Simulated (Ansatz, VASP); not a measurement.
# Two plane-wave programs on ZnAu

The input INCAR:

```
ALGO = Fast
EDIFF = 1E-7
ENCUT = 520
GGA = PE
ISIF = 2
ISMEAR = 0
LASPH = T
LCHARG = F
LREAL = F
LWAVE = F
NBANDS = 18
NELM = 100
PREC = Accurate
SIGMA = 0.15
```

Contents of KPOINTS:

```
k-points
0
Gamma
  16 16 16
```

The input POSCAR:

```
ZnAu
1.0
    3.4187331934      0.0000000000      0.0000000000
    0.0000000000      3.4187331934      0.0000000000
    0.0000000000      0.0000000000      2.6666118909
Zn Au
1 1
Direct
    0.5000000000      0.5000000000      0.5000000000
    0.0000000000      0.0000000000      0.0000000000
```

Input for Ansatz:

```yaml
crystal:
  lattice:
    - [3.4187331934, 0.0, 0.0]
    - [0.0, 3.4187331934, 0.0]
    - [0.0, 0.0, 2.6666118909]
  atoms:
    - { symbol: Zn, position: [0.5, 0.5, 0.5] }
    - { symbol: Au, position: [0.0, 0.0, 0.0] }
basis:
  ecutwfc: 420
kpoints:
  mp_grid: { grid: [16, 16, 16] }
hamiltonian:
  xc: pbe
scf:
  occupations: { method: gaussian, width: 0.15 }
output:
  forces: true
  stress: true
  eigenvalues: true
```

Alike in both runs: task single point; functional PBE; k mesh 16 × 16 × 16; occupations gaussian, width 0.15 eV; no spin polarisation.

|  | VASP | Ansatz |
| --- | --- | --- |
| version | VASP 6.6.1 | Ansatz 0.2.0 |
| potentials or method | VASP PAW PBE potentials, release 64 (Zn, Au), cutoff 520 eV | scalar-relativistic, plane waves, PAW |
| valence electrons in the cell | 23 | 31 |

```csv
,VASP,Ansatz,Ansatz less VASP
gap on the k mesh at the Fermi level (eV),none,none,-
pressure (GPa),8.7,8.7,-0.05
"traceless stress, the component that is largest in VASP (GPa)",8.56,8.61,+0.058
```

A gap of «none» marks a metal or a gap that the smearing closes. VASP's potentials hold 23 valence electrons a cell and Ansatz's 31, so a difference there can come from the potentials and not from the codes.

Spin-orbit coupling is off throughout.
